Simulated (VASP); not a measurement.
**PbF2: single point with PBE**

PbF2:

```xyz
3
Lattice="0.0928 2.9699 2.9699 3.0627 0.0000 3.0627 2.9699 2.9699 0.0928" Properties=species:S:1:pos:R:3 pbc="T T T"
Pb    0.0000    0.0000    0.0000
F     1.5313    1.4849    1.5313
F     4.5940    4.4548    4.5940
```

This cell differs from its parent crystal: strain +0.0625 x Voigt [0, 0, 0, 0, 1, 0].

| Item | Value |
| --- | --- |
| Program | VASP 6.6.1 |
| Task | single point |
| Functional | PBE |
| Potentials or basis | VASP PAW PBE potentials, release 64 (Pb_d, F) |
| Cutoff | 520 eV |
| k mesh | 8 × 8 × 8 |
| Occupations | gaussian, width 0.05 eV |
| Spin | no spin polarisation |
| Dipole correction | no |
| Further INCAR settings | ALGO = Normal; EDIFF = 1e-07; NBANDS = 21 |

```json
{
 "Pressure": "2.4 GPa",
 "Largest force": "0.181 eV/Å",
 "Band gap on the k mesh": "4.37 eV, indirect (least direct gap 4.53 eV)"
}
```

Forces on the atoms (eV/Å):
```
Pb   0.000  0.000  0.000
F    0.000 -0.181  0.000
F    0.000  0.181  0.000
```

Stress tensor (GPa, compression positive):
```
 2.36  0.00 -2.07
 0.00  2.39  0.00
-2.07  0.00  2.36
```

Levels at points of the mesh, in eV from the valence-band top:
| k point | band 11 | band 12 | band 13 | band 14 | band 15 | band 16 | band 17 | band 18 |
| --- | --- | --- | --- | --- | --- | --- | --- | --- |
| (0.00, 0.00, 0.00) | -2.43 | -2.11 | -2.00 | -1.89 | 6.32 | 6.75 | 7.16 | 10.58 |
| (0.50, 0.00, 0.00) | -2.65 | -2.18 | -2.17 | 0.00 | 5.15 | 7.28 | 7.76 | 13.10 |
| (0.00, 0.50, 0.00) | -2.62 | -2.16 | -2.15 | -0.12 | 4.82 | 7.47 | 7.96 | 13.23 |
| (0.50, 0.50, 0.00) | -1.59 | -1.59 | -1.58 | -0.17 | 4.37 | 7.82 | 7.87 | 8.94 |
| (0.50, 0.00, 0.50) | -1.61 | -1.59 | -1.54 | -0.18 | 4.39 | 7.47 | 8.22 | 8.93 |

It took 31 s on 1 thread of Intel(R) Xeon(R) 6975P-C (Granite Rapids) (shared host), peak memory 0.23 GiB.

Caveat: the cell differs from its parent crystal (strain +0.0625 x Voigt [0, 0, 0, 0, 1, 0]); spin-orbit coupling is left out, which moves the levels of the heavy elements. A k mesh can miss the band edges.
